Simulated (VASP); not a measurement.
# Ti (P6_3/mmc) in VASP: single point with LDA

Aim: the single point of Ti with LDA.

All numbers are computed with VASP 6.6.1; they aren't measurements. Logs are shortened: lines on timing, memory, paths and dates and some standing lists are left out, and cuts for length are marked.

### 1 The cell of the first run

The structure is hexagonal, space group P6_3/mmc (No. 194). Conventional cell: a = 2.866 Å, b = 2.866 Å, c = 4.530 Å, α = 90.00°, β = 90.00°, γ = 120.00°. Ti (site symmetry -6m2) has 12 Ti at 2.80 to 2.87 Å within 3.7 Å.

### 2 Single point, LDA

Input file POSCAR:

```
Ti
1.0
    2.8657848260      0.0000000000      0.0000000000
   -1.4328924130      2.4818424611      0.0000000000
    0.0000000000      0.0000000000      4.5295837646
Ti
2
Direct
    0.3333333333      0.6666666667      0.2500000000
    0.6666666667      0.3333333333      0.7500000000
```

Input file INCAR.step1:

```
PREC = Accurate
ENCUT = 520
EDIFF = 1E-6
ISMEAR = -1
SIGMA = 0.05
LREAL = F
LASPH = T
NELM = 60
ALGO = Normal
ISIF = 2
LWAVE = F
LCHARG = T
LMAXMIX = 4
NBANDS = 19
```

Input file KPOINTS.step1:

```
Automatic mesh
0
Gamma
  15 15 8
```

Input file INCAR.step2:

```
PREC = Accurate
ENCUT = 520
EDIFF = 1E-6
ISMEAR = -5
SIGMA = 0.05
LREAL = F
LASPH = T
NELM = 60
ALGO = Normal
ISIF = 2
LWAVE = F
LCHARG = F
LMAXMIX = 4
LORBIT = 11
NEDOS = 1001
ICHARG = 11
```

Input file KPOINTS.step2:

```
Automatic mesh
0
Gamma
  23 23 12
```

Potentials or basis: VASP PAW LDA potentials, release 64 (Ti_sv).

Run with:

```sh
cat potpaw_LDA.64/Ti_sv/POTCAR > POTCAR
cp INCAR.step1 INCAR
cp KPOINTS.step1 KPOINTS
mpirun -np 1 vasp_std > vasp.out
cp INCAR.step2 INCAR
cp KPOINTS.step2 KPOINTS
mpirun -np 1 vasp_std > vasp.out
```

OUTCAR:

```text
PREC = Accurate
   ENCUT = 520
   EDIFF = 1E-6
   ISMEAR = -5
   LREAL = F
   LASPH = T
   NELM = 60
   ISIF = 2
   LORBIT = 11
   ICHARG = 11

 ion  position               nearest neighbor table
   1  0.333  0.667  0.250-   2 2.80   2 2.80   2 2.80   2 2.80   2 2.80   2 2.80
   2  0.667  0.333  0.750-   1 2.80   1 2.80   1 2.80   1 2.80   1 2.80   1 2.80

  LATTYP: Found a hexagonal cell.
 ALAT       =     2.8657848260
 C/A-ratio  =     1.5805735739

  Lattice vectors:

 A1 = (   2.8657848260,   0.0000000000,   0.0000000000)
 A2 = (  -1.4328924130,   2.4818424611,   0.0000000000)
 A3 = (   0.0000000000,   0.0000000000,   4.5295837646)

Analysis of symmetry for initial positions (statically):
=====================================================================
 Subroutine PRICEL returns:
 Original cell was already a primitive cell.

 Routine SETGRP: Setting up the symmetry group for a
 hexagonal supercell.

 Subroutine GETGRP returns: Found 24 space group operations
 (whereof 12 operations were pure point group operations)
 out of a pool of 24 trial point group operations.

The static configuration has the point symmetry D_3d.
 The point group associated with its full space group is D_6h.

Analysis of symmetry for dynamics (positions and initial velocities):
=====================================================================
 Subroutine PRICEL returns:
 Original cell was already a primitive cell.

 Routine SETGRP: Setting up the symmetry group for a
 hexagonal supercell.

 Subroutine GETGRP returns: Found 24 space group operations
 (whereof 12 operations were pure point group operations)
 out of a pool of 24 trial point group operations.

The dynamic configuration has the point symmetry D_3d.
 The point group associated with its full space group is D_6h.

 Subroutine INISYM returns: Found 24 space group operations
 (whereof 12 operations are pure point group operations),
 and found     1 'primitive' translations

----------------------------------------------------------------------------------------

                                     Primitive cell

  volume of cell :      32.2163

  direct lattice vectors                    reciprocal lattice vectors
     2.865784826  0.000000000  0.000000000     0.348944551  0.201463231  0.000000000
    -1.432892413  2.481842461  0.000000000     0.000000000  0.402926461  0.000000000
     0.000000000  0.000000000  4.529583765     0.000000000  0.000000000  0.220770837

  length of vectors
     2.865784826  2.865784826  4.529583765     0.402926461  0.402926461  0.220770837

  position of ions in fractional coordinates (direct lattice)
     0.333333333  0.666666667  0.250000000
     0.666666667  0.333333333  0.750000000

  ion indices of the primitive-cell ions
   primitive index   ion index
                 1           1
                 2           2

----------------------------------------------------------------------------------------

 KPOINTS: Automatic mesh

Automatic generation of k-mesh.
 Grid dimensions read from file:
 generate k-points for:   23   23   12

 Generating k-lattice:

  Cartesian coordinates                     Fractional coordinates (reciprocal lattice)
     0.015171502  0.008759271  0.000000000     0.043478261 -0.000000000  0.000000000
     0.000000000  0.017518542  0.000000000     0.000000000  0.043478261  0.000000000
     0.000000000  0.000000000  0.018397570     0.000000000  0.000000000  0.083333333

  Length of vectors
     0.017518542  0.017518542  0.018397570

  Shift w.r.t. Gamma in fractional coordinates (k-lattice)
     0.000000000  0.000000000  0.000000000

 TETIRR: Found   6486 inequivalent tetrahedra from    38088

 Subroutine IBZKPT returns following result:
 ===========================================

 Found    392 irreducible k-points:

 Following reciprocal coordinates:
            Coordinates               Weight
  0.000000  0.000000  0.000000      1.000000
  0.043478 -0.000000  0.000000      6.000000
  0.086957  0.000000  0.000000      6.000000
  0.130435  0.000000  0.000000      6.000000
  0.173913  0.000000  0.000000      6.000000
  0.217391 -0.000000  0.000000      6.000000
[... 16 lines left out ...]
  0.478261  0.043478  0.000000      6.000000
  0.086957  0.086957  0.000000      6.000000
 [... further k-points ...]
   k-points           NKPTS =    392   k-points in BZ     NKDIM =    392   number of bands    NBANDS=     16
   number of dos      NEDOS =   1001   number of ions     NIONS =      2
   total plane-waves  NPLWV =  20736
   dimension x,y,z NGX =    24 NGY =   24 NGZ =   36
   dimension x,y,z NGXF=    48 NGYF=   48 NGZF=   72
   ions per type =               2
   NGX,Y,Z   is equivalent  to a cutoff of  13.92, 13.92, 13.21 a.u.
   NGXF,Y,Z  is equivalent  to a cutoff of  27.85, 27.85, 26.43 a.u.
 SYSTEM =  unknown system
   PREC   = accura    normal or accurate (medium, high low for compatibility)
   ISTART =      0    job   : 0-new  1-cont  2-samecut
   ICHARG =     11    charge: 1-file 2-atom 10-const
   ISPIN  =      1    spin polarized calculation?
   LNONCOLLINEAR =      F non collinear calculations
   LSORBIT =      F    spin-orbit coupling
   LASPH  =      T    aspherical Exc in radial PAW
   ENCUT  =  520.0 eV  38.22 Ry    6.18 a.u.   5.33  5.33  8.42*2*pi/ulx,y,z
   NELM   =     60;   NELMIN=  2; NELMDL=  0     # of ELM steps
   EDIFF  = 0.1E-05   stopping-criterion for ELM
   LREAL  =      F    real-space projection
   EDIFFG = 0.1E-04   stopping-criterion for IOM
   NSW    =      0    number of steps for IOM
   IBRION =     -1    ionic relax: 0-MD 1-quasi-New 2-CG
   NFREE  =      0    steps in history (QN), initial steepest desc. (CG)
   ISIF   =      2    stress and relaxation
   ISYM   =      2    0-nonsym 1-usesym 2-fastsym
   POTIM  = 0.5000    time-step for ionic-motion
   TEBEG  =    0.0;   TEEND  =   0.0 temperature during run
   PSTRESS=    0.0 pullay stress
   NELECT =      24.0000    total number of electrons
   NUPDOWN=      -1.0000    fix difference up-down
   EMIN   =  10.00;   EMAX   =-10.00  energy-range for DOS
   EFERMI =   0.00;   METHOD = LEGACY
   ISMEAR =    -5;   SIGMA  =   0.05  broadening in eV -4-tet -1-fermi 0-gaus
   EFERMI_NEDOS =   21; number of points for ismear=-14 and -15
   IALGO  =     38    algorithm
   IMIX   =      4    mixing-type and parameters
     AMIX     =   0.40;   BMIX     =  1.00
     AMIX_MAG =   1.60;   BMIX_MAG =  1.00
  volume/ion in A,a.u.               =      16.11       108.70
  Fermi-wavevector in a.u.,A,eV,Ry     =   1.484066  2.804478 29.966177  2.202452
  Thomas-Fermi vector in A             =   2.597649
   LORBIT       =     11    0 simple, 1 ext, 2 COOP (PROOUT), +10 PAW based schemes
   GGA     = CA    functional components
   LHFCALC =     F    Hartree Fock is set to
   AEXX    =    0.0000 exact exchange contribution
   IVDW    =     0    specifies the selected vdW correction
   LEPSILON=     F    determine dielectric tensor
   LRPA    =     F    only Hartree local field effects (RPA)
 non-spin polarized calculation
 Fermi weights with tetrahedron method with Bloechl corrections
  energy-cutoff  :      520.00
  volume of cell :       32.22
 maximum number of plane-waves:       888
 NGX is ok and might be reduce to    24

 number of electron      24.0000003 magnetization

 Free energy of the ion-electron system (eV)
  ---------------------------------------------------
  ext. energy  EPLUGINS =         0.00000000
  ---------------------------------------------------
  free energy    TOTEN  =       -17.10042714 eV

  energy without entropy =      -17.10042714  energy(sigma->0) =      -17.10042714

 E-fermi :   8.9340     XC(G=0): -12.1496

 val. band max:        8.9565498474   @ k =   0.0435  -0.0000   0.5000
 cond. band min:       8.8883669549   @ k =   0.2174   0.2174   0.5000
 fundamental gap:     -0.0681828925
 Fermi energy:         8.9340349230

 k-point     1 :       0.0000    0.0000    0.0000
  band No.  band energies     occupation
      1     -47.1374      2.00000
      2     -46.9403      2.00000
      3     -24.2156      2.00000
      4     -23.3808      2.00000
      5     -23.3808      2.00000
      6     -23.2818      2.00000
[... 8 lines left out ...]
     15      10.2527      0.00000
     16      10.2527      0.00000

 k-point     2 :       0.0435   -0.0000    0.0000
  band No.  band energies     occupation
      1     -47.1347      2.00000
      2     -46.9393      2.00000
      3     -24.2101      2.00000
      4     -23.3922      2.00000
      5     -23.3847      2.00000
      6     -23.2841      2.00000
[... 8 lines left out ...]
     15      10.2220      0.00000
     16      10.2899      0.00000

 k-point     3 :       0.0870    0.0000    0.0000
  band No.  band energies     occupation
      1     -47.1268      2.00000
      2     -46.9362      2.00000
      3     -24.1938      2.00000
      4     -23.4255      2.00000
      5     -23.3958      2.00000
      6     -23.2959      2.00000
[... 8 lines left out ...]
     15      10.1753      0.00000
     16      10.4001      0.00000

 k-point     4 :       0.1304    0.0000    0.0000
  band No.  band energies     occupation
      1     -47.1142      2.00000
      2     -46.9315      2.00000
      3     -24.1674      2.00000
      4     -23.4785      2.00000
      5     -23.4130      2.00000
      6     -23.3499      2.00000
[... 8 lines left out ...]
     15      10.3441      0.00000
     16      10.3472      0.00000
[... 324 lines left out ...]
 k-point    22 :       0.4348    0.0435    0.0000
  band No.  band energies     occupation
      1     -46.9724      2.00000
      2     -46.9047      2.00000
      3     -23.9894      2.00000
      4     -23.8256      2.00000
      5     -23.8215      2.00000
      6     -23.5705      2.00000
[... 8 lines left out ...]
     15      10.1708      0.00000
     16      12.5054      0.00000

 k-point    23 :       0.4783    0.0435    0.0000
  band No.  band energies     occupation
      1     -46.9681      2.00000
      2     -46.9053      2.00000
      3     -24.0009      2.00000
      4     -23.8353      2.00000
      5     -23.8081      2.00000
      6     -23.5740      2.00000
[... 8 lines left out ...]
     15      10.2060      0.00000
     16      12.5662      0.00000

 k-point    24 :       0.0870    0.0870    0.0000
  band No.  band energies     occupation
      1     -47.1069      2.00000
      2     -46.9289      2.00000
      3     -24.1519      2.00000
      4     -23.4989      2.00000
      5     -23.4460      2.00000
      6     -23.3603      2.00000
[... 8 lines left out ...]
     15      10.1989      0.00000
     16      10.3642      0.00000

 [... further k-points ...]

------------------------ aborting loop because EDIFF is reached ----------------------------------------

  FORCE on cell =-STRESS in cart. coord.  units (eV):
  Direction    XX          YY          ZZ          XY          YZ          ZX
  --------------------------------------------------------------------------------------
  -------------------------------------------------------------------------------------
  Total       -0.1405513     -0.1405513     -0.0425048      0.0000000     -0.0000000      0.0000000
  in kB       -6.9898745     -6.9898745     -2.1138429      0.0000000     -0.0000000      0.0000000
  external PRESSURE =      -5.3645306 kB  Pullay stress =       0.0000000 kB

 VOLUME and BASIS-vectors are now :
 -----------------------------------------------------------------------------
  energy-cutoff  :      520.00
  volume of cell :       32.22
      direct lattice vectors                 reciprocal lattice vectors
     2.865784826  0.000000000  0.000000000     0.348944551  0.201463231  0.000000000
    -1.432892413  2.481842461  0.000000000     0.000000000  0.402926461  0.000000000
     0.000000000  0.000000000  4.529583765     0.000000000  0.000000000  0.220770837

 POSITION                                       TOTAL-FORCE (eV/Angst)
 -----------------------------------------------------------------------------------
     -0.00000      1.65456      1.13240         0.000000     -0.000000      0.000000
      1.43289      0.82728      3.39719        -0.000000      0.000000      0.000000
 -----------------------------------------------------------------------------------
    total drift:                               -0.000000      0.000000     -0.000000

  FREE ENERGIE OF THE ION-ELECTRON SYSTEM (eV)
  ---------------------------------------------------
  free  energy   TOTEN  =       -17.1004271363 eV

  energy  without entropy=      -17.1004271363  energy(sigma->0) =      -17.10042714

 total charge

# of ion       s       p       d       tot
------------------------------------------
    1        2.269   6.132   1.968  10.370
    2        2.269   6.132   1.968  10.370
--------------------------------------------------
tot          4.538  12.265   3.937  20.739
```

It took 4.6 min on 1 thread of Intel Xeon 8259CL, shared host; peak memory 0.29 GiB.

What came out:

```yaml
Valence_electrons_inside_the_program's_atomic_spheres: Ti 10.37
```

Levels at points of the mesh, in eV from the Fermi level:
| k point | band 10 | band 11 | band 12 | band 13 | band 14 | band 15 |
| --- | --- | --- | --- | --- | --- | --- |
| (0.00, 0.00, 0.00) | -2.89 | 0.76 | 0.76 | 0.91 | 1.11 | 1.32 |
| (0.00, 0.00, 0.50) | -4.35 | 0.07 | 0.07 | 0.65 | 0.65 | 0.65 |
